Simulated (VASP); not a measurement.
Runs of VASP 6.6.1 on Te2Mo. The structure is that of space group P6_3/mmc (No. 194), or close to it. The cells are those of the table. 

```csv
cell,gap on the mesh (eV),pressure (GPa),largest force (eV/Å)
"a = 3.392, b = 3.392, c = 13.701 Å, angles 90.0, 90.0, 120.0°, 6 atoms",(c),6.7,0.60
"a = 3.339, b = 3.339, c = 13.701 Å, angles 90.0, 90.0, 120.0°, 6 atoms",0.49,(a),0.94
"a = 3.444, b = 3.444, c = 13.701 Å, angles 90.0, 90.0, 120.0°, 6 atoms",0.69,3.1,0.29
"a = 3.549, b = 3.549, c = 13.701 Å, angles 90.0, 90.0, 120.0°, 6 atoms",0.61,-2.7,0.24
"a = 3.287, b = 3.287, c = 13.701 Å, angles 90.0, 90.0, 120.0°, 6 atoms",0.33,(b),1.32
```

Alike in all rows: task single point; level PBE+D3(BJ); potentials or basis VASP PAW PBE potentials, release 64 (Te, Mo_sv); no spin polarisation; k mesh 12 × 12 × 2; cutoff (eV) 520; smearing gaussian 0.05 eV.

Q: Estimate the missing entries.

A: (a) 10.9; (b) 15.7; (c) 0.64.

Caveats: spin-orbit coupling is left out, which moves the levels of the heavy elements; the cell stands under pressure (at least some runs); forces of over 1 eV/Å act on the atoms, so gaps and moduli don't describe the material at rest (at least some runs).

A k mesh can miss the band edges, and the runs leave out spin-orbit coupling on Mo, Te.
